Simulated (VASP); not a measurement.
Here is a VASP 6.6.1 calculation.

INCAR

```
PREC = Accurate
ENCUT = 520
EDIFF = 1E-6
ISMEAR = 0
SIGMA = 0.1
LREAL = False
LASPH = True
NELM = 80
ALGO = Normal
ISIF = 2
LWAVE = False
LCHARG = False
GGA = PE
NBANDS = 31
```

KPOINTS

```
regular mesh
0
Gamma
  4 4 4
```

File POSCAR:

```
Be3ZnSe4
1.0
   -2.6611407435      2.6611407435      5.2987228709
    2.6611407435     -2.6611407435      5.2987228709
    2.6611407435      2.6611407435     -5.2987228709
Be Zn Se
3 1 4
Direct
    0.7500000000      0.2500000000      0.5000000000
    0.2500000000      0.7500000000      0.5000000000
    0.5000000000      0.5000000000      0.0000000000
    0.0000000000      0.0000000000      0.0000000000
    0.3981458419      0.8649631783      0.0000000000
    0.8649631783      0.3981458419      0.0000000000
    0.6018541581      0.6018541581      0.4668173364
    0.1350368217      0.1350368217      0.5331826636
```

Potentials or basis: VASP PAW PBE potentials, release 64 (Be, Zn, Se).

The run is started by

```sh
$ cat potpaw_PBE.64/Be/POTCAR potpaw_PBE.64/Zn/POTCAR potpaw_PBE.64/Se/POTCAR > POTCAR
$ mpirun -np 1 vasp_std > vasp.out
```

Question: What does it give for the largest force?

Answer: 0.010 eV/Å.

Question: Estimate the band gap on the k mesh.

Answer: 2.73 eV, direct.

Question: What does it give for the pressure?

Answer: 0.2 GPa.

Forces in eV/Å, atoms in the order of the input:
```
Be   0.000  0.000  0.000
Be   0.000  0.000  0.000
Be   0.000  0.000  0.000
Zn   0.000  0.000  0.000
Se  -0.003  0.003  0.009
Se   0.003 -0.003  0.009
Se  -0.003 -0.003 -0.009
Se   0.003  0.003 -0.009
```

A k mesh can miss the band edges.
